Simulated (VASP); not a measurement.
# LiHI (P4/nmm) in VASP: single point with PBE

Aim: the single point of LiHI with PBE.

All numbers are computed with VASP 6.6.1; they aren't measurements. Logs are shortened: lines on timing, memory, paths and dates and some standing lists are left out, and cuts for length are marked.

**1. The cell of the first run**

The structure is tetragonal, space group P4/nmm (No. 129). Conventional cell: a = 3.845 Å, b = 3.845 Å, c = 8.445 Å, α = 90.00°, β = 90.00°, γ = 90.00°. Within 3.1 Å of Li (site symmetry 4mm) lie 4 H at 2.35 Å and 4 I at 3.06 Å. H (site symmetry -4m2) has 4 Li at 2.35 Å and 4 H at 2.72 Å within 3.1 Å. Within 4.0 Å of I (site symmetry 4mm) lie 4 Li at 3.06 Å and 4 H at 3.35 Å and 4 I at 3.85 Å.

**2. Single point, PBE**

INCAR

```
  PREC = Accurate
  ENCUT = 520
  EDIFF = 1E-6
  ISMEAR = 1
  SIGMA = 0.0125
  LREAL = False
  LASPH = True
  NELM = 60
  ALGO = Normal
  ISIF = 2
  LWAVE = False
  LCHARG = True
  GGA = PE
  LELF = True
  LVHAR = True
  NBANDS = 20
```

KPOINTS

```
Automatic mesh
0
Gamma
  7 7 3
```

POSCAR

```
LiHI
1.0
    3.8451050000      0.0000000000      0.0000000000
    0.0000000000      3.8451050000      0.0000000000
    0.0000000000      0.0000000000      8.4448750000
Li H I
2 2 2
Direct
    0.0000000000      0.5000000000      0.1600000000
    0.5000000000      0.0000000000      0.8400000000
    0.0000000000      0.0000000000      0.0000000000
    0.5000000000      0.5000000000      0.0000000000
    0.0000000000      0.5000000000      0.6750000000
    0.5000000000      0.0000000000      0.3250000000
```

Potentials or basis: VASP PAW PBE potentials, release 64 (Li_sv, H, I).

Launch:

```
cat potpaw_PBE.64/Li_sv/POTCAR potpaw_PBE.64/H/POTCAR potpaw_PBE.64/I/POTCAR > POTCAR
mpirun -np 1 vasp_std > vasp.out
```

OUTCAR:

```text
PREC = Accurate
   ENCUT = 520
   EDIFF = 1E-6
   ISMEAR = 1
   LREAL = False
   LASPH = True
   NELM = 60
   ISIF = 2
   GGA = PE

 ion  position               nearest neighbor table
   1  0.000  0.500  0.160-   6 3.06   6 3.06   6 3.06   6 3.06
   2  0.500  0.000  0.840-   5 3.06   5 3.06   5 3.06   5 3.06
   3  0.000  0.000  0.000-
   4  0.500  0.500  0.000-
   5  0.000  0.500  0.675-   2 3.06   2 3.06   2 3.06   2 3.06
   6  0.500  0.000  0.325-   1 3.06   1 3.06   1 3.06   1 3.06

  LATTYP: Found a simple tetragonal cell.
 ALAT       =     3.8451050000
 C/A-ratio  =     2.1962664219

  Lattice vectors:

 A1 = (   3.8451050000,   0.0000000000,   0.0000000000)
 A2 = (   0.0000000000,   3.8451050000,   0.0000000000)
 A3 = (   0.0000000000,   0.0000000000,   8.4448750000)

Analysis of symmetry for initial positions (statically):
=====================================================================
 Subroutine PRICEL returns:
 Original cell was already a primitive cell.

 Routine SETGRP: Setting up the symmetry group for a
 simple tetragonal supercell.

 Subroutine GETGRP returns: Found 16 space group operations
 (whereof  8 operations were pure point group operations)
 out of a pool of 16 trial point group operations.

The static configuration has the point symmetry D_2d.
 The point group associated with its full space group is D_4h.

Analysis of symmetry for dynamics (positions and initial velocities):
=====================================================================
 Subroutine PRICEL returns:
 Original cell was already a primitive cell.

 Routine SETGRP: Setting up the symmetry group for a
 simple tetragonal supercell.

 Subroutine GETGRP returns: Found 16 space group operations
 (whereof  8 operations were pure point group operations)
 out of a pool of 16 trial point group operations.

The dynamic configuration has the point symmetry D_2d.
 The point group associated with its full space group is D_4h.

 Subroutine INISYM returns: Found 16 space group operations
 (whereof  8 operations are pure point group operations),
 and found     1 'primitive' translations

----------------------------------------------------------------------------------------

                                     Primitive cell

  volume of cell :     124.8561

  direct lattice vectors                    reciprocal lattice vectors
     3.845105000  0.000000000  0.000000000     0.260070921  0.000000000  0.000000000
     0.000000000  3.845105000  0.000000000     0.000000000  0.260070921  0.000000000
     0.000000000  0.000000000  8.444875000     0.000000000  0.000000000  0.118415015

  length of vectors
     3.845105000  3.845105000  8.444875000     0.260070921  0.260070921  0.118415015

  position of ions in fractional coordinates (direct lattice)
     0.000000000  0.500000000  0.160000000
     0.500000000  0.000000000  0.840000000
     0.000000000  0.000000000  0.000000000
     0.500000000  0.500000000  0.000000000
     0.000000000  0.500000000  0.675000000
     0.500000000  0.000000000  0.325000000

  ion indices of the primitive-cell ions
   primitive index   ion index
                 1           1
                 2           2
                 3           3
                 4           4
                 5           5
                 6           6

----------------------------------------------------------------------------------------

 KPOINTS: Automatic mesh

Automatic generation of k-mesh.
 Grid dimensions read from file:
 generate k-points for:    7    7    3

 Generating k-lattice:

  Cartesian coordinates                     Fractional coordinates (reciprocal lattice)
     0.037152989  0.000000000  0.000000000     0.142857143  0.000000000  0.000000000
     0.000000000  0.037152989  0.000000000     0.000000000  0.142857143  0.000000000
     0.000000000  0.000000000  0.039471672     0.000000000  0.000000000  0.333333333

  Length of vectors
     0.037152989  0.037152989  0.039471672

  Shift w.r.t. Gamma in fractional coordinates (k-lattice)
     0.000000000  0.000000000  0.000000000

 Subroutine IBZKPT returns following result:
 ===========================================

 Found     20 irreducible k-points:

 Following reciprocal coordinates:
            Coordinates               Weight
  0.000000  0.000000  0.000000      1.000000
  0.142857  0.000000  0.000000      4.000000
  0.285714  0.000000  0.000000      4.000000
  0.428571  0.000000  0.000000      4.000000
  0.142857  0.142857  0.000000      4.000000
  0.285714  0.142857  0.000000      8.000000
[... 12 lines left out ...]
  0.428571  0.285714  0.333333     16.000000
  0.428571  0.428571  0.333333      8.000000
   k-points           NKPTS =     20   k-points in BZ     NKDIM =     20   number of bands    NBANDS=     20
   number of dos      NEDOS =    301   number of ions     NIONS =      6
   total plane-waves  NPLWV =  57600
   dimension x,y,z NGX =    30 NGY =   30 NGZ =   64
   dimension x,y,z NGXF=    60 NGYF=   60 NGZF=  128
   ions per type =               2   2   2
   NGX,Y,Z   is equivalent  to a cutoff of  12.97, 12.97, 12.60 a.u.
   NGXF,Y,Z  is equivalent  to a cutoff of  25.94, 25.94, 25.20 a.u.
 SYSTEM =  unknown system
   PREC   = accura    normal or accurate (medium, high low for compatibility)
   ISTART =      0    job   : 0-new  1-cont  2-samecut
   ICHARG =      2    charge: 1-file 2-atom 10-const
   ISPIN  =      1    spin polarized calculation?
   LNONCOLLINEAR =      F non collinear calculations
   LSORBIT =      F    spin-orbit coupling
   LASPH  =      T    aspherical Exc in radial PAW
   ENCUT  =  520.0 eV  38.22 Ry    6.18 a.u.   7.15  7.15 15.70*2*pi/ulx,y,z
   NELM   =     60;   NELMIN=  2; NELMDL= -5     # of ELM steps
   EDIFF  = 0.1E-05   stopping-criterion for ELM
   LREAL  =      F    real-space projection
   EDIFFG = 0.1E-04   stopping-criterion for IOM
   NSW    =      0    number of steps for IOM
   IBRION =     -1    ionic relax: 0-MD 1-quasi-New 2-CG
   NFREE  =      0    steps in history (QN), initial steepest desc. (CG)
   ISIF   =      2    stress and relaxation
   ISYM   =      2    0-nonsym 1-usesym 2-fastsym
   POTIM  = 0.5000    time-step for ionic-motion
   TEBEG  =    0.0;   TEEND  =   0.0 temperature during run
   PSTRESS=    0.0 pullay stress
   NELECT =      22.0000    total number of electrons
   NUPDOWN=      -1.0000    fix difference up-down
   EMIN   =  10.00;   EMAX   =-10.00  energy-range for DOS
   EFERMI =   0.00;   METHOD = LEGACY
   ISMEAR =     1;   SIGMA  =   0.01  broadening in eV -4-tet -1-fermi 0-gaus
   EFERMI_NEDOS =   21; number of points for ismear=-14 and -15
   IALGO  =     38    algorithm
   IMIX   =      4    mixing-type and parameters
     AMIX     =   0.40;   BMIX     =  1.00
     AMIX_MAG =   1.60;   BMIX_MAG =  1.00
  volume/ion in A,a.u.               =      20.81       140.43
  Fermi-wavevector in a.u.,A,eV,Ry     =   0.917795  1.734382 11.460844  0.842348
  Thomas-Fermi vector in A             =   2.042805
   LORBIT       =      0    0 simple, 1 ext, 2 COOP (PROOUT), +10 PAW based schemes
   GGA     = PE    functional components
   LHFCALC =     F    Hartree Fock is set to
   AEXX    =    0.0000 exact exchange contribution
   IVDW    =     0    specifies the selected vdW correction
   LEPSILON=     F    determine dielectric tensor
   LRPA    =     F    only Hartree local field effects (RPA)
 non-spin polarized calculation
 Methfessel and Paxton  Order N= 1 SIGMA  =   0.01
  energy-cutoff  :      520.00
  volume of cell :      124.86
 maximum number of plane-waves:      3383
 NGX is ok and might be reduce to    30
   NGX = 15   NGY = 15   NGZ = 31

 number of electron      22.0000012 magnetization

 Free energy of the ion-electron system (eV)
  ---------------------------------------------------
  ext. energy  EPLUGINS =         0.00000000
  ---------------------------------------------------
  free energy    TOTEN  =       -13.49969916 eV

  energy without entropy =      -13.49930302  energy(sigma->0) =      -13.49956711

 E-fermi :   1.5511     XC(G=0):  -8.1559

 val. band max:        1.5495596613   @ k =   0.4286   0.1429   0.3333
 cond. band min:       1.5533000983   @ k =   0.1429   0.0000   0.0000
 fundamental gap:      0.0037404370
 Fermi energy:         1.5510634912

 k-point     1 :       0.0000    0.0000    0.0000
  band No.  band energies     occupation
      1     -43.7728      2.00000
      2     -43.7721      2.00000
      3     -10.6447      2.00000
      4     -10.1702      2.00000
      5      -2.4963      2.00000
      6       0.3181      2.00000
[... 12 lines left out ...]
     19       8.9895      0.00000
     20      11.4716      0.00000

 k-point     2 :       0.1429    0.0000    0.0000
  band No.  band energies     occupation
      1     -43.7726      2.00000
      2     -43.7720      2.00000
      3     -10.5570      2.00000
      4     -10.1173      2.00000
      5      -2.3404      2.00000
      6      -0.0140      2.00000
[... 12 lines left out ...]
     19       9.4465      0.00000
     20      10.7846      0.00000

 k-point     3 :       0.2857    0.0000    0.0000
  band No.  band energies     occupation
      1     -43.7724      2.00000
      2     -43.7720      2.00000
      3     -10.3320      2.00000
      4     -10.0059      2.00000
      5      -1.8843      2.00000
      6      -1.0973      2.00000
[... 12 lines left out ...]
     19      10.0720      0.00000
     20      10.7049      0.00000

 k-point     4 :       0.4286    0.0000    0.0000
  band No.  band energies     occupation
      1     -43.7721      2.00000
      2     -43.7720      2.00000
      3     -10.0844      2.00000
      4      -9.9604      2.00000
      5      -1.7379      2.00000
      6      -1.6113      2.00000
[... 12 lines left out ...]
     19      10.3139      0.00000
     20      10.3610      0.00000

 k-point     5 :       0.1429    0.1429    0.0000
  band No.  band energies     occupation
      1     -43.7725      2.00000
      2     -43.7720      2.00000
      3     -10.4704      2.00000
      4     -10.0630      2.00000
      5      -2.1863      2.00000
      6      -0.0259      2.00000
[... 12 lines left out ...]
     19       9.7510      0.00000
     20      10.0067      0.00000

 k-point     6 :       0.2857    0.1429    0.0000
  band No.  band energies     occupation
      1     -43.7723      2.00000
      2     -43.7719      2.00000
      3     -10.2494      2.00000
      4      -9.9472      2.00000
      5      -1.7372      2.00000
      6      -1.0004      2.00000
[... 12 lines left out ...]
     19       9.7841      0.00000
     20      10.3217      0.00000

 k-point     7 :       0.4286    0.1429    0.0000
  band No.  band energies     occupation
      1     -43.7721      2.00000
      2     -43.7719      2.00000
      3     -10.0090      2.00000
      4      -9.8941      2.00000
      5      -1.6455      2.00000
      6      -1.5296      2.00000
[... 12 lines left out ...]
     19       9.9080      0.00000
     20      10.7848      0.00000
[... 185 lines left out ...]
 k-point    16 :       0.2857    0.1429    0.3333
  band No.  band energies     occupation
      1     -43.7723      2.00000
      2     -43.7719      2.00000
      3     -10.2423      2.00000
      4      -9.9557      2.00000
      5      -1.7189      2.00000
      6      -0.9250      2.00000
[... 12 lines left out ...]
     19      10.1847      0.00000
     20      10.2728      0.00000

 k-point    17 :       0.4286    0.1429    0.3333
  band No.  band energies     occupation
      1     -43.7721      2.00000
      2     -43.7719      2.00000
      3     -10.0060      2.00000
      4      -9.8971      2.00000
      5      -1.8182      2.00000
      6      -1.6389      2.00000
[... 12 lines left out ...]
     19       9.5287      0.00000
     20      10.3190      0.00000

 k-point    18 :       0.2857    0.2857    0.3333
  band No.  band energies     occupation
      1     -43.7721      2.00000
      2     -43.7718      2.00000
      3     -10.0360      2.00000
      4      -9.8235      2.00000
      5      -1.4432      2.00000
      6      -0.7707      2.00000
[... 12 lines left out ...]
     19      10.3125      0.00000
     20      10.7166      0.00000

 k-point    19 :       0.4286    0.2857    0.3333
  band No.  band energies     occupation
      1     -43.7719      2.00000
      2     -43.7718      2.00000
      3      -9.8223      2.00000
      4      -9.7415      2.00000
      5      -1.5392      2.00000
      6      -1.4062      2.00000
[... 12 lines left out ...]
     19      10.1809      0.00000
     20      10.5148      0.00000

 k-point    20 :       0.4286    0.4286    0.3333
  band No.  band energies     occupation
      1     -43.7718      2.00000
      2     -43.7717      2.00000
      3      -9.6489      2.00000
      4      -9.6182      2.00000
      5      -1.4103      2.00000
      6      -1.4004      2.00000
[... 12 lines left out ...]
     19      10.4709      0.00000
     20      10.7102      0.00000

------------------------ aborting loop because EDIFF is reached ----------------------------------------

  FORCE on cell =-STRESS in cart. coord.  units (eV):
  Direction    XX          YY          ZZ          XY          YZ          ZX
  --------------------------------------------------------------------------------------
  -------------------------------------------------------------------------------------
  Total       -2.1258851     -2.1258851     -0.6873312      0.0000000      0.0000000      0.0000000
  in kB      -27.2797725    -27.2797725     -8.8199678      0.0000000      0.0000000      0.0000000
  external PRESSURE =     -21.1265042 kB  Pullay stress =       0.0000000 kB

 VOLUME and BASIS-vectors are now :
 -----------------------------------------------------------------------------
  energy-cutoff  :      520.00
  volume of cell :      124.86
      direct lattice vectors                 reciprocal lattice vectors
     3.845105000  0.000000000  0.000000000     0.260070921  0.000000000  0.000000000
     0.000000000  3.845105000  0.000000000     0.000000000  0.260070921  0.000000000
     0.000000000  0.000000000  8.444875000     0.000000000  0.000000000  0.118415015

 POSITION                                       TOTAL-FORCE (eV/Angst)
 -----------------------------------------------------------------------------------
      0.00000      1.92255      1.35118         0.000000      0.000000     -0.435999
      1.92255      0.00000      7.09370         0.000000      0.000000      0.435999
      0.00000      0.00000      0.00000         0.000000      0.000000      0.000000
      1.92255      1.92255      0.00000         0.000000      0.000000      0.000000
      0.00000      1.92255      5.70029        -0.000000      0.000000     -0.013459
      1.92255      0.00000      2.74458         0.000000      0.000000      0.013459
 -----------------------------------------------------------------------------------
    total drift:                                0.000000      0.000000      0.000000

  FREE ENERGIE OF THE ION-ELECTRON SYSTEM (eV)
  ---------------------------------------------------
  free  energy   TOTEN  =       -13.4996991563 eV

  energy  without entropy=      -13.4993030206  energy(sigma->0) =      -13.49956711
```

Wall time 59 s (1 thread of AMD EPYC 7R13 (Zen 3), shared host); peak memory 0.21 GiB.

Results:

| Property | Result |
| --- | --- |
| Free energy | -13.4997 eV |
| Largest force | 0.436 eV/Å |
| Band gap on the k mesh | zero (band 11 reaches 1.73 eV, above the bottom of band 12 at 1.23 eV) |

Forces in eV/Å, atoms in the order of the input:
```
Li   0.000  0.000 -0.436
Li   0.000  0.000  0.436
H    0.000  0.000  0.000
H    0.000  0.000  0.000
I    0.000  0.000 -0.013
I    0.000  0.000  0.013
```

Caveat: the cutoff is under 1.25 times the usual one of these potentials, so pressure, stress and relaxed cells hold a basis-set (Pulay) error; spin-orbit coupling is left out, which moves the levels of the heavy elements.
